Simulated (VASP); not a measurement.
# Si (Fd-3m) in VASP: notebook, part 2 of 2

VASP 6.6.1. The steps go on from the part before.

### 3 Vibrations by perturbation theory, PBEsol

This run uses another cell than the first one, of 20.50 Å³/atom.

Contents of INCAR:

```
PREC = Accurate
ENCUT = 520
EDIFF = 1E-8
ISMEAR = 0
SIGMA = 0.01
LREAL = False
LASPH = True
NELM = 80
ALGO = Normal
ISIF = 2
LWAVE = False
LCHARG = False
GGA = PS
IBRION = 8
NSW = 1
```

Contents of KPOINTS:

```
regular mesh
0
Gamma
  8 8 8
```

Contents of POSCAR:

```
Si
1.0
    2.7369342507      2.7369342507      0.0000000000
   -2.7369342507      2.7369342507      0.0000000000
    0.0000000000      2.7369342507      2.7369342507
Si
2
Direct
    0.2500000000      0.7500000000      0.5000000000
    0.0000000000      0.0000000000      0.0000000000
```

Potentials or basis: VASP PAW PBE potentials, release 64 (Si).

Launch:

```sh
> cat potpaw_PBE.64/Si/POTCAR > POTCAR
> mpirun -np 1 vasp_std > vasp.out
```

OUTCAR:

```text
PREC = Accurate
   ENCUT = 520
   EDIFF = 1E-8
   ISMEAR = 0
   LREAL = False
   LASPH = True
   NELM = 80
   ISIF = 2
   GGA = PS
   IBRION = 8
   NSW = 1

 ion  position               nearest neighbor table
   1  0.250  0.750  0.500-   2 2.37   2 2.37   2 2.37   2 2.37
   2  0.000  0.000  0.000-   1 2.37   1 2.37   1 2.37   1 2.37

  LATTYP: Found a face centered cubic cell.
 ALAT       =     5.4738685014

  Lattice vectors:

 A1 = (   0.0000000000,   2.7369342507,   2.7369342507)
 A2 = (   2.7369342507,   0.0000000000,   2.7369342507)
 A3 = (   2.7369342507,   2.7369342507,   0.0000000000)

Analysis of symmetry for initial positions (statically):
=====================================================================
 Subroutine PRICEL returns:
 Original cell was already a primitive cell.

 Routine SETGRP: Setting up the symmetry group for a
 face centered cubic supercell.

 Subroutine GETGRP returns: Found 48 space group operations
 (whereof 24 operations were pure point group operations)
 out of a pool of 48 trial point group operations.

The static configuration has the point symmetry T_d .
 The point group associated with its full space group is O_h .

Analysis of symmetry for dynamics (positions and initial velocities):
=====================================================================
 Subroutine PRICEL returns:
 Original cell was already a primitive cell.

 Routine SETGRP: Setting up the symmetry group for a
 face centered cubic supercell.

 Subroutine GETGRP returns: Found 48 space group operations
 (whereof 24 operations were pure point group operations)
 out of a pool of 48 trial point group operations.

The dynamic configuration has the point symmetry T_d .
 The point group associated with its full space group is O_h .

 Subroutine INISYM returns: Found 48 space group operations
 (whereof 24 operations are pure point group operations),
 and found     1 'primitive' translations

----------------------------------------------------------------------------------------

                                     Primitive cell

  volume of cell :      41.0037

  direct lattice vectors                    reciprocal lattice vectors
     2.736934251  2.736934251  0.000000000     0.182686157  0.182686157 -0.182686157
    -2.736934251  2.736934251  0.000000000    -0.182686157  0.182686157 -0.182686157
     0.000000000  2.736934251  2.736934251     0.000000000  0.000000000  0.365372314

  length of vectors
     3.870609537  3.870609537  3.870609537     0.316421706  0.316421706  0.365372314

  position of ions in fractional coordinates (direct lattice)
     0.250000000  0.750000000  0.500000000
     0.000000000  0.000000000  0.000000000

  ion indices of the primitive-cell ions
   primitive index   ion index
                 1           1
                 2           2

[... 127 lines left out ...]
 Fermi energy:         5.6243627580

 k-point     1 :       0.0000    0.0000    0.0000
  band No.  band energies     occupation
      1      -6.2748      2.00000
      2       5.5537      2.00000
      3       5.5537      2.00000
      4       5.5537      2.00000
      5       8.0605      0.00000
      6       8.0605      0.00000
      7       8.0605      0.00000
      8       8.6091      0.00000
[... 243 lines left out ...]
 k-point    24 :       0.5000    0.2500    0.1250
  band No.  band energies     occupation
      1      -3.4548      2.00000
      2      -1.1769      2.00000
      3       2.1305      2.00000
      4       3.4211      2.00000
      5       8.5031      0.00000
      6       8.6052      0.00000
      7      11.3412      0.00000
      8      12.5307      0.00000

 [... further k-points ...]

------------------------ aborting loop because EDIFF is reached ----------------------------------------

  FORCE on cell =-STRESS in cart. coord.  units (eV):
  Direction    XX          YY          ZZ          XY          YZ          ZX
  --------------------------------------------------------------------------------------
  -------------------------------------------------------------------------------------
  Total       -0.4804537     -0.4804537     -0.4804537      0.0000000      0.0000000      0.0000000
  in kB      -18.7732319    -18.7732319    -18.7732319      0.0000000      0.0000000      0.0000000
  external PRESSURE =     -18.7732319 kB  Pullay stress =       0.0000000 kB

 VOLUME and BASIS-vectors are now :
 -----------------------------------------------------------------------------
  energy-cutoff  :      520.00
  volume of cell :       41.00
      direct lattice vectors                 reciprocal lattice vectors
     2.736934251  2.736934251  0.000000000     0.182686157  0.182686157 -0.182686157
    -2.736934251  2.736934251  0.000000000    -0.182686157  0.182686157 -0.182686157
     0.000000000  2.736934251  2.736934251     0.000000000  0.000000000  0.365372314

 POSITION                                       TOTAL-FORCE (eV/Angst)
 -----------------------------------------------------------------------------------
     -1.36847      4.10540      1.36847         0.000000     -0.000000      0.000000
      0.00000      0.00000      0.00000        -0.000000      0.000000      0.000000
 -----------------------------------------------------------------------------------
    total drift:                               -0.000000      0.000000     -0.000000

  FREE ENERGIE OF THE ION-ELECTRON SYSTEM (eV)
  ---------------------------------------------------
  free  energy   TOTEN  =       -11.4841019220 eV

  energy  without entropy=      -11.4841019220  energy(sigma->0) =      -11.48410192

[... ionic steps 2 to 3 ...]

--------------------------------------- Ionic step        4  -------------------------------------------

 Free energy of the ion-electron system (eV)
  ---------------------------------------------------
  ---------------------------------------------------
  free energy    TOTEN  =        -0.01721213 eV

  energy without entropy =       -0.01721213

------------------------ aborting loop because EDIFF is reached ----------------------------------------

 INTERNAL STRAIN TENSOR  FOR ION    1  DIRECTION 1   (eV/Angst):
 -----------------------------------------------------------------------------
     0.01904  0.00000  0.00000
     0.00000 -0.01072 -8.65415
     0.00000 -8.65415 -0.01072

 INTERNAL STRAIN TENSOR FOR ION    2 for displacements in x,y,z  (eV/Angst):
          X           Y           Z          XY          YZ          ZX
  --------------------------------------------------------------------------------
  x    -0.00000     0.00000     0.00000     0.00000     8.65415     0.00000
  y     0.00000     0.00000     0.00000     0.00000     0.00000     8.65415
  z     0.00000     0.00000    -0.00000     8.65415     0.00000     0.00000

 SECOND DERIVATIVES (NOT SYMMETRIZED)
 ------------------------------------
               1X          1Y          1Z          2X          2Y          2Z
  1X   -12.824861    0.000000    0.000000   12.824861    0.000000    0.000000
  1Y     0.000000  -12.824861    0.000000    0.000000   12.824861    0.000000
  1Z     0.000000    0.000000  -12.824861    0.000000    0.000000   12.824861
  2X    12.824861    0.000000    0.000000  -12.824861    0.000000    0.000000
  2Y     0.000000   12.824861    0.000000    0.000000  -12.824861    0.000000
  2Z     0.000000    0.000000   12.824861    0.000000    0.000000  -12.824861

 Eigenvectors and eigenvalues of the dynamical matrix
 ----------------------------------------------------

   1 f  =   14.940146 THz    93.871708 2PiTHz  498.349639 cm-1    61.787453 meV
             X         Y         Z           dx          dy          dz
     -1.368467  4.105401  1.368467     0.000000   -0.707107    0.000000
      0.000000  0.000000  0.000000     0.000000    0.707107    0.000000
[... 21 lines left out ...]
   6 f  =    0.000000 THz     0.000000 2PiTHz    0.000000 cm-1     0.000000 meV
             X         Y         Z           dx          dy          dz
     -1.368467  4.105401  1.368467     0.000000    0.000000    0.707107
      0.000000  0.000000  0.000000     0.000000    0.000000    0.707107

--------------------------------------------------------------------------------------------------------

 ELASTIC MODULI CONTR FROM IONIC RELAXATION (kBar)
 Direction    XX          YY          ZZ          XY          YZ          ZX
 --------------------------------------------------------------------------------
 XX          -0.0000      0.0000      0.0000      0.0000      0.0000      0.0000
 YY           0.0000     -0.0000      0.0000      0.0000      0.0000     -0.0000
 ZZ           0.0000      0.0000     -0.0000      0.0000      0.0000      0.0000
 XY           0.0000      0.0000      0.0000   -228.1834      0.0000      0.0000
 YZ           0.0000      0.0000      0.0000      0.0000   -228.1834      0.0000
 ZX           0.0000     -0.0000      0.0000      0.0000      0.0000   -228.1834
 --------------------------------------------------------------------------------
```

stdout:

```text
POSCAR found type information on POSCAR Si
 POSCAR found :  1 types and       2 ions
 scaLAPACK will be used
 -----------------------------------------------------------------------------
|                                                                             |
|                                                                             |
|     You enforced a specific xc type in the INCAR file but a different       |
|     I HOPE YOU KNOW WHAT YOU ARE DOING!                                     |
|                                                                             |
 -----------------------------------------------------------------------------

 LDA part: xc-table for (Slater+PW92), standard interpolation
 POSCAR, INCAR and KPOINTS ok, starting setup
 FFT: planning ... GRIDC
 FFT: planning ... GRID_SOFT
 FFT: planning ... GRID
 WAVECAR not read
 entering main loop
 Linear response reoptimize wavefunctions to high precision
 Linear response DOF=           1
 Linear response progress:
 first order change of Fermi-energy  -0.19352E-03
 force on displaced ion       1 direction 1 : -12.825  -0.000  -0.000
 Linear response finished
```

Wall time 1.9 min (1 thread of Intel Xeon 8259CL, shared host); peak memory 0.21 GiB.

Results:

```
Highest phonon frequency at Γ : 498 cm⁻¹
```

Phonon frequencies in cm⁻¹ (negative: imaginary):
```tsv
q point	frequencies
(0.000, 0.000, 0.000)	0 0 0 498 498 498
```

Caveat: the cell stands under pressure or tension, which shifts response properties; the PAW data sets were made with another functional, which shifts forces and pressure a little.
